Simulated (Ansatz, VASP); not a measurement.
# BaTiO3: VASP beside Ansatz

Contents of INCAR:

```
ALGO     = Normal         # electronic algorithm
EDIFF    = 1E-6           # SCF threshold, eV
ENCUT    = 520            # plane-wave cutoff, eV
GGA      = PE             # functional
ISIF     = 2              # what is computed and relaxed
ISMEAR   = -1             # smearing method
LASPH    = True           # aspherical terms in the spheres
LCHARG   = False          # write CHGCAR
LREAL    = False          # projectors in reciprocal space
LWAVE    = False          # write WAVECAR
NBANDS   = 28             # bands
NELM     = 60             # most SCF steps
PREC     = Accurate       # precision mode
SIGMA    = 0.02           # smearing width, eV
```

The input KPOINTS:

```
k-points
0
Gamma
  6 6 6
```

File POSCAR:

```
BaTiO3
1.0
    4.0739784508      0.0000000000      0.0000000000
    0.0000000000      4.0739784508      0.0000000000
    0.0000000000      0.0000000000      3.9401115498
Ba Ti O
1 1 3
Direct
    0.0000000000      0.0000000000      0.0000000000
    0.5000000000      0.5000000000      0.5000000000
    0.5000000000      0.5000000000      0.0000000000
    0.5000000000      0.0000000000      0.5000000000
    0.0000000000      0.5000000000      0.5000000000
```

Input for Ansatz:

```yaml
crystal:
  lattice:
    - [4.0739784508, 0.0, 0.0]
    - [0.0, 4.0739784508, 0.0]
    - [0.0, 0.0, 3.9401115498]
  atoms:
    - { symbol: Ba, position: [0.0, 0.0, 0.0] }
    - { symbol: Ti, position: [0.5, 0.5, 0.5] }
    - { symbol: O, position: [0.5, 0.5, 0.0] }
    - { symbol: O, position: [0.5, 0.0, 0.5] }
    - { symbol: O, position: [0.0, 0.5, 0.5] }
kpoints:
  mp_grid: { grid: [6, 6, 6] }
  band_path:
    path: [[0.0, 0.0, 0.0], [0.0, 0.5, 0.0], [0.5, 0.5, 0.0], [0.5, 0.5, 0.5]]
    npoints: 1
hamiltonian:
  xc: pbe
scf:
  occupations: { method: fermi_dirac, width: 0.02 }
  n_extra_bands: 5
output:
  forces: true
  stress: true
  eigenvalues: true
```

Change from the starting cell: epitaxial_xy strain +2.0%.

Alike in both runs: task single point; functional PBE; k mesh 6 × 6 × 6; occupations fermi-dirac, width 0.02 eV; no spin polarisation.

|  | VASP | Ansatz |
| --- | --- | --- |
| version | VASP 6.6.1 | Ansatz 0.2.0 |
| potentials or method | VASP PAW PBE potentials, release 64 (Ba_sv, Ti_sv, O) | plane waves, PAW |
| plane-wave cutoff (eV) | 520 | 420 |
| valence electrons in the cell | 40 | 40 |

Ansatz gave:

```
gap on the k mesh at the Fermi level (eV)                     : 1.70
pressure (GPa)                                                : -0.9
traceless stress, the component that is largest in VASP (GPa) : 4.06
```

Q: What did VASP give for the same quantities?

A: gap on the k mesh at the Fermi level (eV): 1.64; pressure (GPa): 0.8; traceless stress, the component that is largest in VASP (GPa): 4.19.

The functional is the same, so the differences come from potentials, cutoffs and numerics.

Spin-orbit coupling is off throughout.
